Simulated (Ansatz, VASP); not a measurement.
Two plane-wave programs on Si

```
CELL_PARAMETERS angstrom
0.00000 2.72199 2.72199
2.72199 0.00000 2.72199
2.72199 2.72199 0.00000
ATOMIC_POSITIONS crystal
Si 0.00000 0.00000 0.00000
Si 0.25000 0.25000 0.25000
```

Alike in both runs: task single point; functional r2SCAN; k mesh 8 × 8 × 8; occupations gaussian, width 0.02 eV; no spin polarisation.

|  | VASP | Ansatz |
| --- | --- | --- |
| version | VASP 6.6.1 | Ansatz 0.2.0 |
| potentials or method | VASP PAW PBE potentials, release 64 (Si), cutoff 550 eV | scalar-relativistic, plane waves, PAW |
| valence electrons in the cell | 8 | 8 |

Ansatz gave:

```
gap on the k mesh at the Fermi level (eV) : 0.81
least direct gap on the mesh (eV)         : 2.74
pressure (GPa)                            : 0.0
```

Estimate VASP's values.

gap on the k mesh at the Fermi level (eV): 0.83; least direct gap on the mesh (eV): 2.75; pressure (GPa): -0.2.

VASP's potentials were made for PBE, not for r2SCAN.
